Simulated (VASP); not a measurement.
# BaTiO3 (Amm2) in VASP: single point with PBE+U

Aim: the single point of BaTiO3 with PBE+U.

All numbers are computed with VASP 6.6.1; they aren't measurements. Logs are shortened: lines on timing, memory, paths and dates and some standing lists are left out, and cuts for length are marked.

**1. The cell of the first run**

It takes space group Amm2 (No. 38, orthorhombic). The conventional cell has a = 4.008 Å, b = 5.747 Å, c = 5.772 Å, α = 90.00°, β = 90.00°, γ = 90.00°. Within 3.6 Å of Ba (site symmetry mm2) lie 12 O at 2.57 to 3.21 Å and 8 Ti at 3.46 to 3.57 Å. Ti (site symmetry mm2) has 6 O at 1.89 to 2.19 Å within 2.5 Å. O (site symmetry mm2) has 2 Ti at 2.04 Å and 3 Ba at 2.57 to 2.89 Å and 8 O at 2.77 to 2.95 Å within 3.0 Å. Within 2.5 Å of O (site symmetry m) lie 2 Ti at 1.89 to 2.19 Å.

**2. Single point, PBE+U (atom 3 (O) moved by (+0.000, -0.225) A along y and z)**

The input, INCAR:

```
PREC     = Accurate       # precision mode
ENCUT    = 1340           # plane-wave cutoff, eV
EDIFF    = 1E-6           # SCF threshold, eV
ISMEAR   = 0              # smearing method
SIGMA    = 0.05           # smearing width, eV
LREAL    = F              # projectors in reciprocal space
LASPH    = T              # aspherical terms in the spheres
NELM     = 200            # most SCF steps
ALGO     = Normal         # electronic algorithm
ISIF     = 2              # what is computed and relaxed
LWAVE    = F              # write WAVECAR
LCHARG   = F              # write CHGCAR
LMAXMIX  = 4              # l up to which the mixer works
LDAU     = T              # DFT+U
LDAUTYPE = 2            
LDAUL    = -1 2 -1        # shell
LDAUU    = 0 4 0          # U, eV
LDAUJ    = 0 0 0        
LDAUPRINT= 1            
GGA      = PE             # functional
NBANDS   = 28             # bands
GGA_COMPAT= F
```

The input, KPOINTS:

```
regular mesh
0
Gamma
  6 6 6
```

The input, POSCAR:

```
BaTiO3
1.0
    4.0082194129      0.0000000000      0.0000000000
    0.0000000000      2.8732814832      2.8859184405
    0.0000000000     -2.8732814832      2.8859184405
Ba Ti O
1 1 3
Direct
    0.0000000000      0.0080771898      0.0080771898
    0.5000000000      0.5197092923      0.5197092923
    0.0000000000      0.4526444357      0.4526444357
    0.5000000000      0.4938075436      0.9829991481
    0.5000000000      0.9829991481      0.4938075436
```

Potentials or basis: VASP PAW PBE potentials, release 64 (Ba_sv, Ti_sv, O_h).

Run with:

```
> cat potpaw_PBE.64/Ba_sv/POTCAR potpaw_PBE.64/Ti_sv/POTCAR potpaw_PBE.64/O_h/POTCAR > POTCAR
> mpirun -np 1 vasp_std > vasp.out
```

OUTCAR:

```text
PREC = Accurate
   ENCUT = 1340
   EDIFF = 1E-6
   ISMEAR = 0
   LREAL = F
   LASPH = T
   NELM = 200
   ISIF = 2
   GGA = PE

 ion  position               nearest neighbor table
   1  0.000  0.008  0.008-   3 2.57   4 2.82   5 2.82   4 2.82   5 2.82   3 2.89   3 2.89   5 2.90
                             4 2.90   5 2.90   4 2.90   2 3.46   2 3.46   2 3.50   2 3.50   2 3.50
   2  0.500  0.520  0.520-   4 1.89   5 1.89   3 2.04   3 2.04   5 2.19   4 2.19   1 3.46   1 3.46
                             1 3.50   1 3.50   1 3.50   1 3.50   1 3.57   1 3.57
   3  0.000  0.453  0.453-   2 2.04   2 2.04   1 2.57   1 2.89   1 2.89
   4  0.500  0.494  0.983-   2 1.89   2 2.19   1 2.82   1 2.82   1 2.90   1 2.90
   5  0.500  0.983  0.494-   2 1.89   2 2.19   1 2.82   1 2.82   1 2.90   1 2.90

  LATTYP: Found a base centered orthorhombic cell.
 ALAT       =     5.7465629664
 B/A-ratio  =     1.0043980923
 C/A-ratio  =     0.6974985633

  Lattice vectors:

 A1 = (   0.0000000000,   2.8732814832,  -2.8859184405)
 A2 = (   0.0000000000,   2.8732814832,   2.8859184405)
 A3 = (   4.0082194129,   0.0000000000,   0.0000000000)

Analysis of symmetry for initial positions (statically):
=====================================================================
 Subroutine PRICEL returns:
 Original cell was already a primitive cell.

 Routine SETGRP: Setting up the symmetry group for a
 base centered orthorhombic supercell.

 Subroutine GETGRP returns: Found  4 space group operations
 (whereof  4 operations were pure point group operations)
 out of a pool of  8 trial point group operations.

The static configuration has the point symmetry C_2v.

Analysis of symmetry for dynamics (positions and initial velocities):
=====================================================================
 Subroutine PRICEL returns:
 Original cell was already a primitive cell.

 Routine SETGRP: Setting up the symmetry group for a
 base centered orthorhombic supercell.

 Subroutine GETGRP returns: Found  4 space group operations
 (whereof  4 operations were pure point group operations)
 out of a pool of  8 trial point group operations.

[... 164 lines left out ...]
  0.0000  0.2438  0.0000  0.0000  0.0000
  0.0000  0.0000  0.1342  0.0000 -0.0442
  0.0000  0.0000  0.0000  0.1116  0.0000
  0.0000  0.0000 -0.0442  0.0000  0.2048

 occupancies and eigenvectors

  o =  0.1090  v =  1.0000  0.0000  0.0000  0.0000  0.0000  0.0000  0.0000  0.0000  0.0000  0.0000      0.0000  0.0000  0.0000  0.0000  0.0000  0.0000  0.0000  0.0000  0.0000  0.0000
  o =  0.1090  v =  0.0000  0.0000  0.0000  0.0000  0.0000  1.0000  0.0000  0.0000  0.0000  0.0000      0.0000  0.0000  0.0000  0.0000  0.0000  0.0000  0.0000  0.0000  0.0000  0.0000
  o =  0.1116  v =  0.0000  0.0000 -0.0000  1.0000 -0.0000  0.0000  0.0000  0.0000  0.0000  0.0000      0.0000  0.0000  0.0000  0.0000  0.0000  0.0000  0.0000  0.0000  0.0000  0.0000
  o =  0.1116  v =  0.0000  0.0000  0.0000  0.0000  0.0000  0.0000  0.0000 -0.0000  1.0000 -0.0000      0.0000  0.0000  0.0000  0.0000  0.0000  0.0000  0.0000  0.0000  0.0000  0.0000
  o =  0.1129  v =  0.0000  0.0000  0.0000  0.0000  0.0000  0.0000  0.0000 -0.9012 -0.0000 -0.4335      0.0000  0.0000  0.0000  0.0000  0.0000  0.0000  0.0000  0.0000  0.0000  0.0000
  o =  0.1129  v =  0.0000  0.0000 -0.9012 -0.0000 -0.4335  0.0000  0.0000  0.0000  0.0000  0.0000      0.0000  0.0000  0.0000  0.0000  0.0000  0.0000  0.0000  0.0000  0.0000  0.0000
  o =  0.2260  v =  0.0000  0.0000  0.0000  0.0000  0.0000  0.0000  0.0000 -0.4335  0.0000  0.9012      0.0000  0.0000  0.0000  0.0000  0.0000  0.0000  0.0000  0.0000  0.0000  0.0000
  o =  0.2260  v =  0.0000  0.0000 -0.4335  0.0000  0.9012  0.0000  0.0000  0.0000  0.0000  0.0000      0.0000  0.0000  0.0000  0.0000  0.0000  0.0000  0.0000  0.0000  0.0000  0.0000
  o =  0.2438  v =  0.0000  0.0000  0.0000  0.0000  0.0000  0.0000  1.0000  0.0000  0.0000  0.0000      0.0000  0.0000  0.0000  0.0000  0.0000  0.0000  0.0000  0.0000  0.0000  0.0000
  o =  0.2438  v =  0.0000  1.0000  0.0000  0.0000  0.0000  0.0000  0.0000  0.0000  0.0000  0.0000      0.0000  0.0000  0.0000  0.0000  0.0000  0.0000  0.0000  0.0000  0.0000  0.0000

 number of electron      40.0000000 magnetization

 Free energy of the ion-electron system (eV)
  ---------------------------------------------------
  ext. energy  EPLUGINS =         0.00000000
  ---------------------------------------------------
  free energy    TOTEN  =       -37.18184241 eV

  energy without entropy =      -37.18184241  energy(sigma->0) =      -37.18184241

 E-fermi :   4.2577     XC(G=0): -11.0676

 val. band max:        4.0521952255   @ k =   0.5000   0.5000   0.5000
 cond. band min:       6.5108113173   @ k =   0.0000   0.0000   0.0000
 fundamental gap:      2.4586160917
 Fermi energy:         4.2576967601

 k-point     1 :       0.0000    0.0000    0.0000
  band No.  band energies     occupation
      1     -53.6345      2.00000
      2     -29.8224      2.00000
      3     -29.8173      2.00000
      4     -29.7779      2.00000
      5     -20.8393      2.00000
      6     -12.8386      2.00000
[... 733 lines left out ...]
     27      12.0301      0.00000
     28      12.4484      0.00000

 [... further k-points ...]

------------------------ aborting loop because EDIFF is reached ----------------------------------------

  FORCE on cell =-STRESS in cart. coord.  units (eV):
  Direction    XX          YY          ZZ          XY          YZ          ZX
  --------------------------------------------------------------------------------------
  -------------------------------------------------------------------------------------
  Total        0.6584028      1.4571397      2.1436041      0.0000000      0.0000000      0.0000000
  in kB       15.8693286     35.1210951     51.6667859      0.0000000      0.0000000      0.0000000
  external PRESSURE =      34.2190698 kB  Pullay stress =       0.0000000 kB

 VOLUME and BASIS-vectors are now :
 -----------------------------------------------------------------------------
  energy-cutoff  :     1340.00
  volume of cell :       66.47
      direct lattice vectors                 reciprocal lattice vectors
     4.008219413  0.000000000  0.000000000     0.249487340  0.000000000  0.000000000
     0.000000000  2.873281483  2.885918440     0.000000000  0.174017061  0.173255070
     0.000000000 -2.873281483  2.885918440     0.000000000 -0.174017061  0.173255070

 POSITION                                       TOTAL-FORCE (eV/Angst)
 -----------------------------------------------------------------------------------
      0.00000      0.00000      0.04662         0.000000      0.000000     -0.381872
      2.00411      0.00000      2.99968         0.000000      0.000000     -0.922756
      0.00000      0.00000      2.61259         0.000000      0.000000      1.459016
      2.00411     -1.40559      4.26194         0.000000      0.206804     -0.077194
      2.00411      1.40559      4.26194         0.000000     -0.206804     -0.077194
 -----------------------------------------------------------------------------------
    total drift:                                0.000000      0.000000     -0.000628

  FREE ENERGIE OF THE ION-ELECTRON SYSTEM (eV)
  ---------------------------------------------------
  free  energy   TOTEN  =       -37.1818424126 eV

  energy  without entropy=      -37.1818424125  energy(sigma->0) =      -37.18184241
```

Run time: 4 min. Hardware: 1 thread of Intel Xeon Platinum 8488C (Sapphire Rapids), shared host; peak memory 0.61 GiB.

Results:

- Free energy: -37.1818 eV
- Pressure: 3.4 GPa
- Largest force: 1.459 eV/Å
- Band gap on the k mesh: 2.46 eV (least direct gap 2.95 eV)

Forces in eV/Å, atoms in the order of the input:
```
Ba   0.000  0.000 -0.382
Ti   0.000  0.000 -0.923
O    0.000  0.000  1.459
O    0.000  0.207 -0.077
O    0.000 -0.207 -0.077
```

Stress tensor (GPa, compression positive):
```
1.59 0.00 0.00
0.00 3.51 0.00
0.00 0.00 5.17
```

Eigenvalues of the final occupation matrices:
```tsv
site	spin	trace	eigenvalues
site 2 d	1	0.80	0.11 0.11 0.11 0.23 0.24
site 2 d	2	0.80	0.11 0.11 0.11 0.23 0.24
```

Caveat: the cell differs from its parent crystal (atom 3 (O) moved by (+0.000, -0.225) A along y and z); the cell stands under pressure; spin-orbit coupling is left out, which moves the levels of the heavy elements; forces of over 1 eV/Å act on the atoms, so gaps and moduli don't describe the material at rest. A k mesh can miss the band edges.
